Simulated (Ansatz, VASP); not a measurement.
## One calculation of CoSi2, two programs

INCAR

```
SYSTEM = CoSi2
ALGO     = Normal         ! electronic algorithm
EDIFF    = 1E-6           ! SCF threshold, eV
ENCUT    = 520            ! plane-wave cutoff, eV
GGA      = PE             ! functional
ISIF     = 2              ! what is computed and relaxed
ISMEAR   = 0              ! smearing method
LASPH    = .True.         ! aspherical terms in the spheres
LCHARG   = .True.         ! write CHGCAR
LELF     = .True.         ! ELF
LREAL    = .False.        ! projectors in reciprocal space
LVHAR    = .True.       
LWAVE    = .False.        ! write WAVECAR
NBANDS   = 16             ! bands
NELM     = 60             ! most SCF steps
PREC     = Accurate       ! precision mode
SIGMA    = 0.15           ! smearing width, eV
```

The input KPOINTS:

```
k-points
0
Gamma
  12 12 12
  0 0 0
```

File POSCAR:

```
CoSi2
1.0
    0.0000000000      2.6801763726      2.6801763726
    2.6801763726      0.0000000000      2.6801763726
    2.6801763726      2.6801763726      0.0000000000
Co Si
1 2
Direct
   -0.0104017627      0.0104017627     -0.0104017627
    0.2609134609      0.2390865391      0.2609134609
    0.7609134609      0.7390865391      0.7609134609
```

Input for Ansatz:

```yaml
crystal:
  lattice:
    - [0.0, 2.6801763726, 2.6801763726]
    - [2.6801763726, 0.0, 2.6801763726]
    - [2.6801763726, 2.6801763726, 0.0]
  atoms:
    - { symbol: Co, position: [-0.0104017627, 0.0104017627, -0.0104017627] }
    - { symbol: Si, position: [0.2609134609, 0.2390865391, 0.2609134609] }
    - { symbol: Si, position: [0.7609134609, 0.7390865391, 0.7609134609] }
basis:
  ecutwfc: 520.0
kpoints:
  mp_grid: { grid: [12, 12, 12] }
hamiltonian:
  xc: pbe
  pseudopotentials: { kind: paw, azcp: { folder: soft_1 } }
scf:
  occupations: { method: gaussian, width: 0.15 }
output:
  forces: true
  stress: true
  eigenvalues: true
  write_density: true
  write_potential: true
  elf: true
  volumetric_format: npy
```

Change from the starting cell: mode 4 frozen in at +0.000 Å and mode 8 at -0.059 Å (largest displacements).

Alike in both runs: task single point; functional PBE; k mesh 12 × 12 × 12; occupations gaussian, width 0.15 eV; no spin polarisation.

|  | VASP | Ansatz |
| --- | --- | --- |
| version | VASP 6.6.1 | Ansatz 0.2.0 |
| potentials or method | VASP PAW PBE potentials, release 64 (Co, Si), cutoff 520 eV | scalar-relativistic, plane waves, PAW |
| valence electrons in the cell | 17 | 25 |

VASP gave:

* gap on the k mesh at the Fermi level (eV): none
* pressure (GPa): 0.8
* traceless stress, the component that is largest in VASP (GPa): -0.40
* rms of the force components (eV/Å): 0.542

Task: Which values does Ansatz return?

Result: gap on the k mesh at the Fermi level (eV): none; pressure (GPa): 1.0; traceless stress, the component that is largest in VASP (GPa): -0.38; rms of the force components (eV/Å): 0.540.

Atom by atom the forces differ by 0.003 eV/Å (rms over components). A gap of «none» marks a metal or a gap that the smearing closes. VASP's potentials hold 17 valence electrons a cell and Ansatz's 25, so a difference there can come from the potentials and not from the codes.
